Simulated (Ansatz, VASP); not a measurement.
Two plane-wave programs on Ca4Au

```
CELL_PARAMETERS angstrom
5.80225 0.00000 0.00000
0.00000 5.80225 0.00000
0.00000 0.00000 5.80225
ATOMIC_POSITIONS crystal
Ca 0.50000 0.00000 0.00000
Ca 0.00000 0.50000 0.00000
Ca 0.00000 0.00000 0.50000
Ca 0.50000 0.50000 0.50000
Au 0.00000 0.00000 0.00000
```

Change from the starting cell: species swapped into the Co4N type (Pm-3m, No. 221).

Alike in both runs: functional PBE; k mesh 8 × 8 × 8; occupations gaussian, width 0.1 eV; no spin polarisation.

Ansatz relaxed the structure, and its values are those at the end. VASP's run is a single point on that final structure, the one shown.

```csv
,VASP,Ansatz
version,VASP 6.6.1,Ansatz 0.2.0
potentials or method,"VASP PAW PBE potentials, release 64 (Ca_sv, Au), cutoff 520 eV","scalar-relativistic, plane waves, PAW"
valence electrons in the cell,51,59
```

```tsv
	VASP	Ansatz	Ansatz less VASP
gap on the k mesh at the Fermi level (eV)	none	none	-
pressure (GPa)	0.0	0.0	-0.02
```

A gap of «none» marks a metal or a gap that the smearing closes. The functional is the same, so the differences come from potentials, cutoffs and numerics. VASP's potentials hold 51 valence electrons a cell and Ansatz's 59, so a difference there can come from the potentials and not from the codes.

Neither program's run includes spin-orbit coupling.
